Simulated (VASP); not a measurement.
# SiO2 (Imma) in VASP: further runs

The runs below take SiO2 through single point, with PBE.

Program: VASP 6.6.1. These are calculated values, not measurements. Logs are shortened: lines on timing, memory, paths and dates and some standing lists are left out, and cuts for length are marked.

### 1 The cell of the first run

It takes space group Imma (No. 74, orthorhombic). Conventional cell: a = 5.281 Å, b = 9.261 Å, c = 9.050 Å, α = 90.00°, β = 90.00°, γ = 90.00°. Si (site symmetry m) has 4 O at 1.61 to 1.62 Å within 2.1 Å. O (site symmetry mm2) has 2 Si at 1.62 Å within 2.2 Å. Within 2.2 Å of O (site symmetry 2) lie 2 Si at 1.62 Å. O (site symmetry 2/m) has 2 Si at 1.61 Å within 2.1 Å.

### 2 Single point, PBE (volume scaled by 0.97, then relaxed in part)

The input, INCAR:

```
SYSTEM = SiO2
PREC     = Accurate       ! precision mode
ENCUT    = 520            ! plane-wave cutoff, eV
EDIFF    = 1E-7           ! SCF threshold, eV
ISMEAR   = 0              ! smearing method
SIGMA    = 0.02           ! smearing width, eV
LREAL    = .False.        ! projectors in reciprocal space
LASPH    = .True.         ! aspherical terms in the spheres
NELM     = 100            ! most SCF steps
ALGO     = Normal         ! electronic algorithm
ISIF     = 2              ! what is computed and relaxed
LWAVE    = .False.        ! write WAVECAR
LCHARG   = .False.        ! write CHGCAR
GGA      = PE             ! functional
NBANDS   = 44             ! bands
```

The input, KPOINTS:

```
regular mesh
0
Gamma
  6 6 6
  0 0 0
```

The input, POSCAR:

```
SiO2
1.0
   -2.6403545785      4.6305001121      4.5249805310
    2.6403545785     -4.6305001121      4.5249805310
    2.6403545785      4.6305001121     -4.5249805310
Si O
4 8
Direct
    0.9169409215      0.8404448547      0.0764960668
    0.7360512121      0.1595551453      0.5764960668
    0.0830590785      0.1595551453      0.9235039332
    0.2639487879      0.8404448547      0.4235039332
    0.1135035066      0.8635035066      0.2500000000
    0.8864964934      0.1364964934      0.7500000000
    0.7756691809      0.5000000000      0.7756691809
    0.2243308191      0.0000000000      0.7243308191
    0.2243308191      0.5000000000      0.2243308191
    0.7756691809      0.0000000000      0.2756691809
    0.0000000000      0.0000000000      0.0000000000
    0.5000000000      0.0000000000      0.5000000000
```

Potentials or basis: VASP PAW PBE potentials, release 64 (Si, O).

The run is started by

```bash
$ cat potpaw_PBE.64/Si/POTCAR potpaw_PBE.64/O/POTCAR > POTCAR
$ mpirun -np 1 vasp_std > vasp.out
```

OUTCAR:

```text
SYSTEM = SiO2
   PREC = Accurate
   ENCUT = 520
   EDIFF = 1E-7
   ISMEAR = 0
   LREAL = .False.
   LASPH = .True.
   NELM = 100
   ISIF = 2
   GGA = PE

 ion  position               nearest neighbor table
   1  0.917  0.840  0.076-  11 1.61   5 1.62  10 1.62   7 1.62   2 3.11   2 3.11
   2  0.736  0.160  0.576-  12 1.61   6 1.62  10 1.62   7 1.62   1 3.11   1 3.11
   3  0.083  0.160  0.924-  11 1.61   6 1.62   9 1.62   8 1.62   4 3.11   4 3.11
   4  0.264  0.840  0.424-  12 1.61   5 1.62   8 1.62   9 1.62   3 3.11   3 3.11
   5  0.114  0.864  0.250-   4 1.62   1 1.62
   6  0.886  0.136  0.750-   2 1.62   3 1.62
   7  0.776  0.500  0.776-   1 1.62   2 1.62
   8  0.224  0.000  0.724-   4 1.62   3 1.62
   9  0.224  0.500  0.224-   3 1.62   4 1.62
  10  0.776  0.000  0.276-   2 1.62   1 1.62
  11  0.000  0.000  0.000-   1 1.61   3 1.61
  12  0.500  0.000  0.500-   2 1.61   4 1.61

  LATTYP: Found a body centered orthorhombic cell.
 ALAT       =     5.2807091570
 B/A-ratio  =     1.7137775994
 C/A-ratio  =     1.7537417701

  Lattice vectors:

 A1 = (   2.6403545785,  -4.6305001121,  -4.5249805310)
 A2 = (  -2.6403545785,  -4.6305001121,   4.5249805310)
 A3 = (  -2.6403545785,   4.6305001121,  -4.5249805310)

Analysis of symmetry for initial positions (statically):
=====================================================================
 Subroutine PRICEL returns:
 Original cell was already a primitive cell.

 Routine SETGRP: Setting up the symmetry group for a
 body centered orthorhombic supercell.

 Subroutine GETGRP returns: Found  8 space group operations
 (whereof  4 operations were pure point group operations)
 out of a pool of  8 trial point group operations.

The static configuration has the point symmetry C_2h.
 The point group associated with its full space group is D_2h.

Analysis of symmetry for dynamics (positions and initial velocities):
=====================================================================
 Subroutine PRICEL returns:
 Original cell was already a primitive cell.

 Routine SETGRP: Setting up the symmetry group for a
 body centered orthorhombic supercell.

 Subroutine GETGRP returns: Found  8 space group operations
 (whereof  4 operations were pure point group operations)
 out of a pool of  8 trial point group operations.

The dynamic configuration has the point symmetry C_2h.
 The point group associated with its full space group is D_2h.

 Subroutine INISYM returns: Found  8 space group operations
 (whereof  4 operations are pure point group operations),
 and found     1 'primitive' translations

----------------------------------------------------------------------------------------

                                     Primitive cell

  volume of cell :     221.2926

  direct lattice vectors                    reciprocal lattice vectors
    -2.640354579  4.630500112  4.524980531     0.000000000  0.107979697  0.110497713
     2.640354579 -4.630500112  4.524980531     0.189368505  0.000000000  0.110497713
     2.640354579  4.630500112 -4.524980531     0.189368505  0.107979697  0.000000000

  length of vectors
     6.992027774  6.992027774  6.992027774     0.154497118  0.219249117  0.217990931

  position of ions in fractional coordinates (direct lattice)
     0.916940922  0.840444855  0.076496067
     0.736051212  0.159555145  0.576496067
     0.083059078  0.159555145  0.923503933
     0.263948788  0.840444855  0.423503933
     0.113503507  0.863503507  0.250000000
     0.886496493  0.136496493  0.750000000
     0.775669181  0.500000000  0.775669181
     0.224330819  1.000000000  0.724330819
     0.224330819  0.500000000  0.224330819
     0.775669181  0.000000000  0.275669181
     0.000000000  0.000000000  0.000000000
     0.500000000  0.000000000  0.500000000

  ion indices of the primitive-cell ions
   primitive index   ion index
                 1           1
                 2           2
                 3           3
                 4           4
                 5           5
                 6           6
                 7           7
                 8           8
                 9           9
                10          10
                11          11
                12          12

----------------------------------------------------------------------------------------

 KPOINTS: regular mesh

Automatic generation of k-mesh.
 Grid dimensions read from file:
 generate k-points for:    6    6    6

 Generating k-lattice:

  Cartesian coordinates                     Fractional coordinates (reciprocal lattice)
     0.000000000  0.017996616  0.018416285     0.166666667  0.000000000  0.000000000
     0.031561418  0.000000000  0.018416285     0.000000000  0.166666667 -0.000000000
     0.031561418  0.017996616  0.000000000     0.000000000 -0.000000000  0.166666667

  Length of vectors
     0.025749520  0.036541520  0.036331822

  Shift w.r.t. Gamma in fractional coordinates (k-lattice)
     0.000000000  0.000000000  0.000000000
[... 41 lines left out ...]
   NFREE  =      0    steps in history (QN), initial steepest desc. (CG)
   ISIF   =      2    stress and relaxation
   ISYM   =      2    0-nonsym 1-usesym 2-fastsym
   POTIM  = 0.5000    time-step for ionic-motion
   TEBEG  =    0.0;   TEEND  =   0.0 temperature during run
   PSTRESS=    0.0 pullay stress
   NELECT =      64.0000    total number of electrons
   NUPDOWN=      -1.0000    fix difference up-down
   EMIN   =  10.00;   EMAX   =-10.00  energy-range for DOS
   EFERMI =   0.00;   METHOD = LEGACY
   ISMEAR =     0;   SIGMA  =   0.02  broadening in eV -4-tet -1-fermi 0-gaus
   EFERMI_NEDOS =   21; number of points for ismear=-14 and -15
   IALGO  =     38    algorithm
   IMIX   =      4    mixing-type and parameters
     AMIX     =   0.40;   BMIX     =  1.00
     AMIX_MAG =   1.60;   BMIX_MAG =  1.00
  volume/ion in A,a.u.               =      18.44       124.45
  Fermi-wavevector in a.u.,A,eV,Ry     =   1.082628  2.045870 15.947159  1.172083
  Thomas-Fermi vector in A             =   2.218674
   LORBIT       =      0    0 simple, 1 ext, 2 COOP (PROOUT), +10 PAW based schemes
   GGA     = PE    functional components
   LHFCALC =     F    Hartree Fock is set to
   AEXX    =    0.0000 exact exchange contribution
   IVDW    =     0    specifies the selected vdW correction
   LEPSILON=     F    determine dielectric tensor
   LRPA    =     F    only Hartree local field effects (RPA)
 non-spin polarized calculation
 Gauss-broadening in eV      SIGMA  =   0.02
  energy-cutoff  :      520.00
  volume of cell :      221.29
 maximum number of plane-waves:      5990
 NGX is ok and might be reduce to    54
   NGX = 25   NGY = 25   NGZ = 25

 number of electron      64.0000006 magnetization

 Free energy of the ion-electron system (eV)
  ---------------------------------------------------
  ext. energy  EPLUGINS =         0.00000000
  ---------------------------------------------------
  free energy    TOTEN  =       -94.85060035 eV

  energy without entropy =      -94.85060035  energy(sigma->0) =      -94.85060035

 E-fermi :  -1.2932     XC(G=0):  -7.0776

 val. band max:       -1.4307952571   @ k =   0.0000   0.0000   0.0000
 cond. band min:       3.9487029427   @ k =   0.0000   0.0000   0.0000
 fundamental gap:      5.3794981998
 Fermi energy:        -1.2932005004

 k-point     1 :       0.0000    0.0000    0.0000
  band No.  band energies     occupation
      1     -20.8751      2.00000
      2     -19.9827      2.00000
      3     -19.4971      2.00000
      4     -19.4537      2.00000
      5     -18.9327      2.00000
      6     -18.8712      2.00000
[... 36 lines left out ...]
     43       8.8296      0.00000
     44       9.1781      0.00000

 k-point     2 :       0.1667    0.0000   -0.0000
  band No.  band energies     occupation
      1     -20.8462      2.00000
      2     -20.0617      2.00000
      3     -19.5760      2.00000
      4     -19.3233      2.00000
      5     -18.9276      2.00000
      6     -18.8729      2.00000
[... 1026 lines left out ...]
 k-point    24 :       0.1667    0.3333    0.1667
  band No.  band energies     occupation
      1     -20.4055      2.00000
      2     -20.2472      2.00000
      3     -19.7632      2.00000
      4     -19.5612      2.00000
      5     -18.8862      2.00000
      6     -18.8785      2.00000
[... 36 lines left out ...]
     43       9.4300      0.00000
     44       9.6046      0.00000

 [... further k-points ...]
[... 5 lines left out ...]
  --------------------------------------------------------------------------------------
  -------------------------------------------------------------------------------------
  Total        1.0141010      0.8241919      0.9355259      0.0000000     -0.0000000      0.0000000
  in kB        7.3421787      5.9672202      6.7732880      0.0000000     -0.0000000      0.0000000
  external PRESSURE =       6.6942290 kB  Pullay stress =       0.0000000 kB

 VOLUME and BASIS-vectors are now :
 -----------------------------------------------------------------------------
  energy-cutoff  :      520.00
  volume of cell :      221.29
      direct lattice vectors                 reciprocal lattice vectors
    -2.640354579  4.630500112  4.524980531     0.000000000  0.107979697  0.110497713
     2.640354579 -4.630500112  4.524980531     0.189368505  0.000000000  0.110497713
     2.640354579  4.630500112 -4.524980531     0.189368505  0.107979697  0.000000000

 POSITION                                       TOTAL-FORCE (eV/Angst)
 -----------------------------------------------------------------------------------
      0.00000      0.70843      7.60599        -0.000000     -0.034887      0.027733
     -0.00000      5.33893      1.44397        -0.000000     -0.034887     -0.027733
      2.64035      3.92207     -3.08101        -0.000000      0.034887     -0.027733
      2.64035     -0.70843      3.08101         0.000000      0.034887      0.027733
      2.64035     -2.31525      3.28969        -0.000000     -0.000000     -0.013676
     -0.00000      6.94575      1.23529        -0.000000     -0.000000      0.013676
      1.32018      4.86822      2.26249        -0.000000      0.011251      0.000000
      1.32018      4.39278     -2.26249        -0.000000     -0.011251     -0.000000
      1.32018     -0.23772      2.26249        -0.000000     -0.011251     -0.000000
     -1.32018      4.86822      2.26249        -0.000000      0.011251      0.000000
      0.00000      0.00000      0.00000        -0.000000     -0.000000      0.000000
      0.00000      4.63050      0.00000        -0.000000     -0.000000     -0.000000
 -----------------------------------------------------------------------------------
    total drift:                               -0.000000     -0.000000      0.000000

  FREE ENERGIE OF THE ION-ELECTRON SYSTEM (eV)
  ---------------------------------------------------
  free  energy   TOTEN  =       -94.8506003454 eV

  energy  without entropy=      -94.8506003454  energy(sigma->0) =      -94.85060035
```

Run time: 16 min. Hardware: 1 thread of Oxide Virtual Turin-like, shared host; peak memory 0.54 GiB.

Results:

| Item | Value |
| --- | --- |
| Free energy | -94.8506 eV |
| Pressure | 0.7 GPa |
| Largest force | 0.045 eV/Å |
| Band gap on the k mesh | 5.38 eV, direct |

Forces in eV/Å, atoms in the order of the input:
```
Si   0.000 -0.035  0.028
Si   0.000 -0.035 -0.028
Si   0.000  0.035 -0.028
Si   0.000  0.035  0.028
O    0.000  0.000 -0.014
O    0.000  0.000  0.014
O    0.000  0.011  0.000
O    0.000 -0.011  0.000
O    0.000 -0.011  0.000
O    0.000  0.011  0.000
O    0.000  0.000  0.000
O    0.000  0.000  0.000
```

 A k mesh can miss the band edges.

### 3 Single point, PBE (volume scaled by 0.88, then relaxed in part)

The input, INCAR:

```
SYSTEM = SiO2
ALGO = Normal
EDIFF = 1E-6
ENCUT = 520
GGA = PE
ISIF = 2
ISMEAR = 0
LASPH = .True.
LCHARG = .False.
LREAL = .False.
LWAVE = .False.
NBANDS = 44
NELM = 100
PREC = Accurate
SIGMA = 0.02
```

The input, KPOINTS:

```
k-points
0
Gamma
  6 6 6
  0 0 0
```

The input, POSCAR:

```
SiO2
1.0
   -2.6489918327      4.1521530771      4.5631403785
    2.6489918327     -4.1521530771      4.5631403785
    2.6489918327      4.1521530771     -4.5631403785
Si O
4 8
Direct
    0.8868700084      0.8312101901      0.0556598183
    0.7244496282      0.1687898099      0.5556598183
    0.1131299916      0.1687898099      0.9443401817
    0.2755503718      0.8312101901      0.4443401817
    0.0734371345      0.8234371345      0.2500000000
    0.9265628655      0.1765628655      0.7500000000
    0.7351025895      0.5000000000      0.7351025895
    0.2648974105      0.0000000000      0.7648974105
    0.2648974105      0.5000000000      0.2648974105
    0.7351025895      0.0000000000      0.2351025895
    0.0000000000      0.0000000000      0.0000000000
    0.5000000000      0.0000000000      0.5000000000
```

Potentials or basis: VASP PAW PBE potentials, release 64 (Si, O).

The run is started by

```bash
$ cat potpaw_PBE.64/Si/POTCAR potpaw_PBE.64/O/POTCAR > POTCAR
$ mpirun -np 1 vasp_std > vasp.out
```

Run time: 9.5 min. Hardware: 1 thread of Oxide Virtual Turin-like, shared host; peak memory 0.47 GiB.

The run converged. Its results:

- Free energy: -94.7252 eV
- Pressure: 1.3 GPa
- Largest force: 0.037 eV/Å
- Band gap on the k mesh: 5.40 eV, indirect (least direct gap 5.40 eV)

Forces on the atoms (eV/Å):
```
Si   0.000 -0.032  0.019
Si   0.000 -0.032 -0.019
Si   0.000  0.032 -0.019
Si   0.000  0.032  0.019
O    0.000  0.000 -0.003
O    0.000  0.000  0.003
O    0.000  0.006  0.000
O    0.000 -0.006  0.000
O    0.000 -0.006  0.000
O    0.000  0.006  0.000
O    0.000  0.000  0.000
O    0.000  0.000  0.000
```

Stress tensor (GPa, compression positive):
```
1.40 0.00 0.00
0.00 1.22 0.00
0.00 0.00 1.30
```

Levels at points of the mesh, in eV from the valence-band top:
| k point | band 29 | band 30 | band 31 | band 32 | band 33 | band 34 | band 35 | band 36 |
| --- | --- | --- | --- | --- | --- | --- | --- | --- |
| (0.00, 0.00, 0.00) | -0.76 | -0.58 | -0.57 | -0.01 | 5.40 | 8.22 | 8.78 | 8.96 |
| (0.50, 0.00, 0.00) | -0.70 | -0.53 | -0.38 | -0.32 | 6.61 | 7.02 | 8.62 | 8.84 |
| (0.00, 0.50, 0.00) | -1.00 | -0.80 | -0.73 | -0.27 | 7.55 | 7.78 | 8.65 | 8.71 |
| (0.50, 0.50, 0.00) | -0.84 | -0.84 | -0.58 | -0.58 | 7.77 | 7.77 | 8.69 | 8.69 |
| (0.50, 0.50, 0.50) | -0.71 | -0.53 | -0.38 | 0.00 | 7.50 | 7.52 | 7.82 | 8.38 |

### 4 Single point, PBE (volume scaled by 0.91, then relaxed in part)

The input, INCAR:

```
SYSTEM = SiO2
ALGO     = Normal         ! electronic algorithm
EDIFF    = 1E-6           ! SCF threshold, eV
ENCUT    = 520            ! plane-wave cutoff, eV
GGA      = PE             ! functional
ISIF     = 2              ! what is computed and relaxed
ISMEAR   = 0              ! smearing method
LASPH    = .True.         ! aspherical terms in the spheres
LCHARG   = .False.        ! write CHGCAR
LREAL    = .False.        ! projectors in reciprocal space
LWAVE    = .False.        ! write WAVECAR
NBANDS   = 44             ! bands
NELM     = 60             ! most SCF steps
PREC     = Accurate       ! precision mode
SIGMA    = 0.02           ! smearing width, eV
```

KPOINTS is that of step 3.

The input, POSCAR:

```
SiO2
1.0
   -2.6450562505      4.2990265311      4.5642716839
    2.6450562505     -4.2990265311      4.5642716839
    2.6450562505      4.2990265311     -4.5642716839
Si O
4 8
Direct
    0.8958148284      0.8337913139      0.0620235146
    0.7282322007      0.1662086861      0.5620235146
    0.1041851716      0.1662086861      0.9379764854
    0.2717677993      0.8337913139      0.4379764854
    0.0846633958      0.8346633958      0.2500000000
    0.9153366042      0.1653366042      0.7500000000
    0.7473654560      0.5000000000      0.7473654560
    0.2526345440      0.0000000000      0.7526345440
    0.2526345440      0.5000000000      0.2526345440
    0.7473654560      0.0000000000      0.2473654560
    0.0000000000      0.0000000000      0.0000000000
    0.5000000000      0.0000000000      0.5000000000
```

The run is started by

```bash
$ cat potpaw_PBE.64/Si/POTCAR potpaw_PBE.64/O/POTCAR > POTCAR
$ mpirun -np 1 vasp_std > vasp.out
```

Wall time 17 min (1 thread of Oxide Virtual Turin-like, shared host); peak memory 0.53 GiB.

It converged, with:

```
Free energy            : -94.7762 eV
Pressure               : 1.1 GPa
Largest force          : 0.038 eV/Å
Band gap on the k mesh : 5.39 eV, indirect (least direct gap 5.39 eV)
```

Forces in eV/Å, atoms in the order of the input:
```
Si   0.000 -0.031  0.022
Si   0.000 -0.031 -0.022
Si   0.000  0.031 -0.022
Si   0.000  0.031  0.022
O    0.000  0.000 -0.007
O    0.000  0.000  0.007
O    0.000  0.008  0.000
O    0.000 -0.008  0.000
O    0.000 -0.008  0.000
O    0.000  0.008  0.000
O    0.000  0.000  0.000
O    0.000  0.000  0.000
```

Stress tensor (GPa, compression positive):
```
1.17 0.00 0.00
0.00 0.99 0.00
0.00 0.00 1.08
```

Levels at points of the mesh, in eV from the valence-band top:
```
           k point  band 28  band 29  band 30  band 31  band 32  band 33  band 34  band 35  band 36  band 37
(0.00, 0.00, 0.00)    -1.23    -0.75    -0.65    -0.53    -0.01     5.39     8.29     8.65     8.87     9.10
(0.50, 0.00, 0.00)    -0.92    -0.68    -0.54    -0.37    -0.29     6.54     6.96     8.54     8.84     9.28
(0.00, 0.50, 0.00)    -1.25    -0.96    -0.79    -0.75    -0.27     7.54     7.75     8.56     8.60     9.31
(0.50, 0.50, 0.00)    -1.31    -0.87    -0.87    -0.56    -0.56     7.71     7.71     8.72     8.72     8.98
(0.50, 0.50, 0.50)    -1.29    -0.68    -0.47    -0.35     0.00     7.47     7.47     7.77     8.16     8.45
```

 A k mesh can miss the band edges.

### 5 The runs side by side

```tsv
cell	gap on the mesh (eV)	pressure (GPa)	largest force (eV/Å)
a = 6.992 Å, angles 135.6, 97.1, 99.3°, 12 atoms	5.38	0.7	0.04
a = 6.714 Å, angles 133.5, 103.6, 94.4°, 12 atoms	5.40	1.3	0.04
a = 6.805 Å, angles 134.3, 101.6, 95.8°, 12 atoms	5.39	1.1	0.04
```

Alike in all rows: task single point; level PBE; potentials or basis VASP PAW PBE potentials, release 64 (Si, O); no spin polarisation; k mesh 6 × 6 × 6; cutoff (eV) 520; smearing gaussian 0.02 eV.

Absolute energies hang on the potentials; compare differences alone.
